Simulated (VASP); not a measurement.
# Li2S (pbe) (Fm-3m) in VASP: single point with PBE

Aim: the single point of Li2S (pbe) with PBE.

All numbers are computed with VASP 6.6.1; they aren't measurements. Logs are shortened: lines on timing, memory, paths and dates and some standing lists are left out, and cuts for length are marked.

## (1) The cell of the first run

The structure is cubic, space group Fm-3m (No. 225). Conventional cell: a = 5.670 Å, b = 5.670 Å, c = 5.670 Å, α = 90.00°, β = 90.00°, γ = 90.00°. Within 3.2 Å of Li (site symmetry -43m) lie 4 S at 2.46 Å and 6 Li at 2.84 Å. S (site symmetry m-3m) has 8 Li at 2.46 Å within 3.2 Å.

## (2) Single point, PBE

File INCAR:

```
ALGO = Normal
EDIFF = 1E-6
ENCUT = 750
GGA = PE
GGA_COMPAT = False
ISIF = 2
ISMEAR = 0
LASPH = True
LCHARG = True
LELF = True
LREAL = False
LVHAR = True
LWAVE = False
NBANDS = 13
NELM = 120
PREC = Accurate
SIGMA = 0.1
```

File KPOINTS:

```
k-points
0
Gamma
  6 6 6
```

File POSCAR:

```
Li2S
1.0
    0.0000000000      2.8351678400      2.8351678400
    2.8351678400      0.0000000000      2.8351678400
    2.8351678400      2.8351678400      0.0000000000
Li S
2 1
Direct
    0.7500000000      0.7500000000      0.7500000000
    0.2500000000      0.2500000000      0.2500000000
    0.0000000000      0.0000000000      0.0000000000
```

Potentials or basis: VASP PAW PBE potentials, release 64 (Li_sv, S).

Started as:

```bash
$ cat potpaw_PBE.64/Li_sv/POTCAR potpaw_PBE.64/S/POTCAR > POTCAR
$ mpirun -np 1 vasp_std > vasp.out
```

OUTCAR:

```text
EDIFF = 1E-6
   ENCUT = 750
   GGA = PE
   ISIF = 2
   ISMEAR = 0
   LASPH = True
   LREAL = False
   NELM = 120
   PREC = Accurate

 ion  position               nearest neighbor table
   1  0.750  0.750  0.750-   3 2.46   3 2.46   3 2.46   3 2.46
   2  0.250  0.250  0.250-   3 2.46   3 2.46   3 2.46   3 2.46
   3  0.000  0.000  0.000-   1 2.46   1 2.46   2 2.46   2 2.46   2 2.46   2 2.46   1 2.46   1 2.46

  LATTYP: Found a face centered cubic cell.
 ALAT       =     5.6703356800

  Lattice vectors:

 A1 = (   0.0000000000,   2.8351678400,   2.8351678400)
 A2 = (   2.8351678400,   0.0000000000,   2.8351678400)
 A3 = (   2.8351678400,   2.8351678400,   0.0000000000)

Analysis of symmetry for initial positions (statically):
=====================================================================
 Subroutine PRICEL returns:
 Original cell was already a primitive cell.

 Routine SETGRP: Setting up the symmetry group for a
 face centered cubic supercell.

 Subroutine GETGRP returns: Found 48 space group operations
[... 9 lines left out ...]

 Routine SETGRP: Setting up the symmetry group for a
 face centered cubic supercell.

 Subroutine GETGRP returns: Found 48 space group operations
[... 11 lines left out ...]
                                     Primitive cell

  volume of cell :      45.5792

  direct lattice vectors                    reciprocal lattice vectors
     0.000000000  2.835167840  2.835167840    -0.176356402  0.176356402  0.176356402
     2.835167840  0.000000000  2.835167840     0.176356402 -0.176356402  0.176356402
     2.835167840  2.835167840  0.000000000     0.176356402  0.176356402 -0.176356402

  length of vectors
     4.009532811  4.009532811  4.009532811     0.305458249  0.305458249  0.305458249

  position of ions in fractional coordinates (direct lattice)
     0.750000000  0.750000000  0.750000000
     0.250000000  0.250000000  0.250000000
     0.000000000  0.000000000  0.000000000

  ion indices of the primitive-cell ions
   primitive index   ion index
                 1           1
                 2           2
                 3           3

----------------------------------------------------------------------------------------

 KPOINTS: k-points

Automatic generation of k-mesh.
 Grid dimensions read from file:
 generate k-points for:    6    6    6

 Generating k-lattice:

  Cartesian coordinates                     Fractional coordinates (reciprocal lattice)
[... 57 lines left out ...]
   ISIF   =      2    stress and relaxation
   ISYM   =      2    0-nonsym 1-usesym 2-fastsym
   POTIM  = 0.5000    time-step for ionic-motion
   TEBEG  =    0.0;   TEEND  =   0.0 temperature during run
   PSTRESS=    0.0 pullay stress
   NELECT =      12.0000    total number of electrons
   NUPDOWN=      -1.0000    fix difference up-down
   EMIN   =  10.00;   EMAX   =-10.00  energy-range for DOS
   EFERMI =   0.00;   METHOD = LEGACY
   ISMEAR =     0;   SIGMA  =   0.10  broadening in eV -4-tet -1-fermi 0-gaus
   EFERMI_NEDOS =   21; number of points for ismear=-14 and -15
   IALGO  =     38    algorithm
   IMIX   =      4    mixing-type and parameters
     AMIX     =   0.40;   BMIX     =  1.00
     AMIX_MAG =   1.60;   BMIX_MAG =  1.00
  volume/ion in A,a.u.               =      15.19       102.53
  Fermi-wavevector in a.u.,A,eV,Ry     =   1.049252  1.982799 14.979059  1.100930
  Thomas-Fermi vector in A             =   2.184207
   LORBIT       =      0    0 simple, 1 ext, 2 COOP (PROOUT), +10 PAW based schemes
   GGA     = PE    functional components
   LHFCALC =     F    Hartree Fock is set to
   AEXX    =    0.0000 exact exchange contribution
   IVDW    =     0    specifies the selected vdW correction
   LEPSILON=     F    determine dielectric tensor
   LRPA    =     F    only Hartree local field effects (RPA)
 non-spin polarized calculation
 Gauss-broadening in eV      SIGMA  =   0.10
  energy-cutoff  :      750.00
  volume of cell :       45.58
 maximum number of plane-waves:      2158
   NGX = 17   NGY = 17   NGZ = 17

 number of electron      11.9999997 magnetization

 Free energy of the ion-electron system (eV)
  ---------------------------------------------------
  ext. energy  EPLUGINS =         0.00000000
  ---------------------------------------------------
  free energy    TOTEN  =       -11.99289884 eV

  energy without entropy =      -11.99289884  energy(sigma->0) =      -11.99289884

 E-fermi :   2.0739     XC(G=0):  -8.5628

 val. band max:        1.5529651019   @ k =   0.0000   0.0000   0.0000
 cond. band min:       4.9333087509   @ k =   0.5000   0.5000   0.0000
 fundamental gap:      3.3803436490
 Fermi energy:         2.0738726097

 k-point     1 :       0.0000    0.0000    0.0000
  band No.  band energies     occupation
      1     -42.5911      2.00000
      2     -42.5460      2.00000
      3      -9.5109      2.00000
      4       1.5530      2.00000
      5       1.5530      2.00000
      6       1.5530      2.00000
      7       5.8972      0.00000
      8       7.7899      0.00000
      9       7.7899      0.00000
     10       7.7899      0.00000
     11      12.7709      0.00000
     12      12.7709      0.00000
     13      14.0553      0.00000
[... 226 lines left out ...]
  band No.  band energies     occupation
      1     -42.5711      2.00000
      2     -42.5637      2.00000
      3      -8.9277      2.00000
      4      -0.4791      2.00000
      5      -0.1626      2.00000
      6      -0.1081      2.00000
      7       6.2412      0.00000
      8       9.5320      0.00000
      9       9.9728      0.00000
     10      11.6905      0.00000
     11      13.1444      0.00000
     12      14.0765      0.00000
     13      14.2191      0.00000

------------------------ aborting loop because EDIFF is reached ----------------------------------------

  FORCE on cell =-STRESS in cart. coord.  units (eV):
  Direction    XX          YY          ZZ          XY          YZ          ZX
  --------------------------------------------------------------------------------------
  -------------------------------------------------------------------------------------
  Total        0.1871429      0.1871429      0.1871429     -0.0000000     -0.0000000      0.0000000
  in kB        6.5783581      6.5783581      6.5783581     -0.0000000     -0.0000000      0.0000000
  external PRESSURE =       6.5783581 kB  Pullay stress =       0.0000000 kB

 VOLUME and BASIS-vectors are now :
 -----------------------------------------------------------------------------
  energy-cutoff  :      750.00
  volume of cell :       45.58
      direct lattice vectors                 reciprocal lattice vectors
     0.000000000  2.835167840  2.835167840    -0.176356402  0.176356402  0.176356402
     2.835167840  0.000000000  2.835167840     0.176356402 -0.176356402  0.176356402
     2.835167840  2.835167840  0.000000000     0.176356402  0.176356402 -0.176356402

 POSITION                                       TOTAL-FORCE (eV/Angst)
 -----------------------------------------------------------------------------------
      4.25275      4.25275      4.25275        -0.000000     -0.000000     -0.000000
      1.41758      1.41758      1.41758         0.000000      0.000000      0.000000
      0.00000      0.00000      0.00000        -0.000000     -0.000000      0.000000
 -----------------------------------------------------------------------------------
    total drift:                                0.000000      0.000000      0.000000

  FREE ENERGIE OF THE ION-ELECTRON SYSTEM (eV)
  ---------------------------------------------------
  free  energy   TOTEN  =       -11.9928988386 eV

  energy  without entropy=      -11.9928988386  energy(sigma->0) =      -11.99289884
```

OSZICAR:

```text
N       E                     dE             d eps       ncg     rms          rms(c)
DAV:   1     0.568354116237E+02    0.56835E+02   -0.66435E+03   416   0.117E+03
DAV:   2    -0.453074941605E+01   -0.61366E+02   -0.57339E+02   515   0.228E+02
DAV:   3    -0.121068963774E+02   -0.75761E+01   -0.75268E+01   764   0.526E+01
DAV:   4    -0.122904530085E+02   -0.18356E+00   -0.18345E+00   581   0.109E+01
DAV:   5    -0.122941233891E+02   -0.36704E-02   -0.36702E-02   660   0.115E+00    0.390E+00
DAV:   6    -0.119982854908E+02    0.29584E+00   -0.49872E-01   530   0.283E+00    0.293E+00
DAV:   7    -0.119822928505E+02    0.15993E-01   -0.13466E-01   582   0.165E+00    0.180E+00
DAV:   8    -0.119931765269E+02   -0.10884E-01   -0.27097E-02   539   0.918E-01    0.727E-01
DAV:   9    -0.119927294127E+02    0.44711E-03   -0.94208E-04   558   0.182E-01    0.467E-01
DAV:  10    -0.119929159617E+02   -0.18655E-03   -0.14178E-03   476   0.185E-01    0.247E-01
DAV:  11    -0.119928968761E+02    0.19086E-04   -0.78990E-05   590   0.591E-02    0.977E-02
DAV:  12    -0.119928994714E+02   -0.25953E-05   -0.23078E-06   521   0.117E-02    0.720E-02
DAV:  13    -0.119928988660E+02    0.60537E-06   -0.12426E-05   549   0.168E-02    0.783E-03
DAV:  14    -0.119928988386E+02    0.27401E-07   -0.38867E-07   306   0.550E-03
   1 F= -.11992899E+02 E0= -.11992899E+02  d E =-.128749E-14
```

Wall time 47 s (1 thread of AMD EPYC 7R13, shared host); peak memory 0.17 GiB.

Results:

```
Free energy            : -11.9929 eV
Pressure               : 0.7 GPa
Band gap on the k mesh : 3.38 eV, indirect (least direct gap 4.34 eV)
```

Levels at points of the mesh, in eV from the valence-band top:
```csv
k point,band 3,band 4,band 5,band 6,band 7,band 8,band 9,band 10
"(0.00, 0.00, 0.00)",-11.06,0.00,0.00,0.00,4.34,6.24,6.24,6.24
"(0.50, 0.00, 0.00)",-10.62,-2.92,-0.52,-0.52,6.17,6.58,6.58,8.49
"(0.50, 0.50, 0.00)",-10.49,-2.20,-1.45,-1.45,3.38,7.12,11.20,11.20
```

A k mesh can miss the band edges.
